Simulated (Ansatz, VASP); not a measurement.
**One calculation of Te, two programs**

```
Te
1.0
     4.00577    0.00000    0.00000
    -2.00288    3.46909    0.00000
     0.00000    0.00000    4.32827
Te
2
Direct
  0.33333 0.66667 0.25000
  0.66667 0.33333 0.75000
```

Alike in both runs: task single point; functional r2SCAN; k mesh 10 × 10 × 8; occupations fermi-dirac, width 0.1 eV; no spin polarisation.

|  | VASP | Ansatz |
| --- | --- | --- |
| version | VASP 6.6.1 | Ansatz 0.2.0 |
| potentials or method | VASP PAW PBE potentials, release 64 (Te), cutoff 520 eV | plane waves (500 eV) with PAW, scalar-relativistic |
| valence electrons in the cell | 12 | 32 |

|  | VASP | Ansatz | Ansatz less VASP |
| --- | --- | --- | --- |
| pressure (GPa) | 2.2 | 2.3 | +0.04 |
| traceless stress, the component that is largest in VASP (GPa) | 0.58 | 0.58 | +0.005 |

VASP's potentials were made for PBE, not for r2SCAN. VASP's potentials hold 12 valence electrons a cell and Ansatz's 32, so a difference there can come from the potentials and not from the codes.

Spin-orbit coupling is off throughout.
